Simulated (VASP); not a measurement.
CsLi3O2: single point with PBE

Crystal: CsLi3O2.

```
Cs Li O
1.0
     5.41829    0.00000    0.00000
    -2.70914    4.69237    0.00000
     0.00000    0.00000    4.30831
Cs Li O
1 3 2
Direct
  0.00000 0.00000 0.50000
  0.00000 0.00000 0.00000
  0.33333 0.66667 0.00000
  0.66667 0.33333 0.00000
  0.33333 0.66667 0.50000
  0.66667 0.33333 0.50000
```

The cell was built from a structure type or drawn by symmetry, and may not be a known phase.

* Program: VASP 6.6.1
* Task: single point
* Functional: PBE
* Potentials or basis: VASP PAW PBE potentials, release 64 (Cs_sv, Li_sv, O)
* Cutoff: 520 eV
* k mesh: 6 × 6 × 4
* Occupations: gaussian, width 0.1 eV
* Spin: no spin polarisation

```
Band gap on the k mesh : zero (bands 15 and 16 overlap by 0.26 eV)
```

Levels at points of the mesh, in eV from the Fermi level:
```csv
k point,band 12,band 13,band 14,band 15,band 16,band 17,band 18,band 19
"(0.00, 0.00, 0.00)",-1.85,-1.34,-0.63,-0.04,-0.04,3.11,3.11,4.29
"(0.50, 0.00, 0.00)",-1.56,-1.26,-0.56,-0.33,0.78,1.30,2.36,3.96
"(0.00, 0.00, 0.50)",-1.53,-1.16,0.04,0.04,0.27,0.27,2.37,3.42
"(0.50, 0.00, 0.50)",-1.21,-1.00,-0.36,-0.30,-0.23,0.72,2.00,3.80
```

It took 2 min on 1 thread of Intel Xeon 8259CL (shared host), peak memory 0.24 GiB.

Caveat: the k points lie up to 0.36 Å⁻¹ apart; spin-orbit coupling is left out, which moves the levels of the heavy elements.
